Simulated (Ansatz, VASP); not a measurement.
# One calculation of Al2Au, two programs

INCAR

```
SYSTEM = Al2Au
PREC = Accurate ; ENCUT = 400
EDIFF = 1E-8 ; ISMEAR = -1
SIGMA = 0.05 ; LREAL = .False.
LASPH = .True. ; NELM = 120
ALGO = Normal ; ISIF = 2
LWAVE = .False. ; LCHARG = .False.
GGA = CA ; LEFG = .True.
NBANDS = 16 ; GGA_COMPAT = .False.
```

KPOINTS

```
regular mesh
0
Gamma
  11 11 11
  0 0 0
```

Contents of POSCAR:

```
Al2Au
1.0
    0.0000000000      3.0000000000      2.9400000000
    3.0000000000      0.0000000000      2.9400000000
    3.0000000000      3.0000000000      0.0000000000
Al Au
2 1
Direct
    0.2500000000      0.2500000000      0.2500000000
    0.7500000000      0.7500000000      0.7500000000
    0.0000000000      0.0000000000      0.0000000000
```

Input for Ansatz:

```yaml
crystal:
  lattice:
    - [0.0, 3.0, 2.94]
    - [3.0, 0.0, 2.94]
    - [3.0, 3.0, 0.0]
  atoms:
    - { symbol: Al, position: [0.25, 0.25, 0.25] }
    - { symbol: Al, position: [0.75, 0.75, 0.75] }
    - { symbol: Au, position: [0.0, 0.0, 0.0] }
kpoints:
  mp_grid: { grid: [11, 11, 11] }
scf:
  occupations: { method: fermi_dirac, width: 0.05 }
hamiltonian:
  xc: lda
  pseudopotentials: { kind: all_electron, datasets: crystal }
output:
  forces: true
  stress: true
  eigenvalues: true
  efg: { contact_densities: true }
```

Change from the starting cell: zz strain of -2 %, crystal datasets.

Alike in both runs: task electric field gradients; functional LDA; k mesh 11 × 11 × 11; occupations fermi-dirac, width 0.05 eV; no spin polarisation.

```csv
,VASP,Ansatz
version,VASP 6.6.1,Ansatz 0.2.0
potentials or method,"VASP PAW LDA potentials, release 64 (Al, Au), cutoff 400 eV","all-electron PAW with datasets made for the crystal, scalar-relativistic"
```

|  | VASP | Ansatz | Ansatz less VASP |
| --- | --- | --- | --- |
| pressure (GPa) | 0.0 | -0.2 | -0.23 |
| traceless stress, the component that is largest in VASP (GPa) | 0.77 | 0.77 | +0.006 |
| size of Vzz on the site where it differs most (V/Å²) | 22.7 | 15.7 | -7.00 |

LDA's correlation is that of Perdew and Zunger in VASP and of Perdew and Wang (1992) in Ansatz. Ansatz ran all-electron here, and VASP with PAW potentials.

Spin-orbit coupling is off throughout.
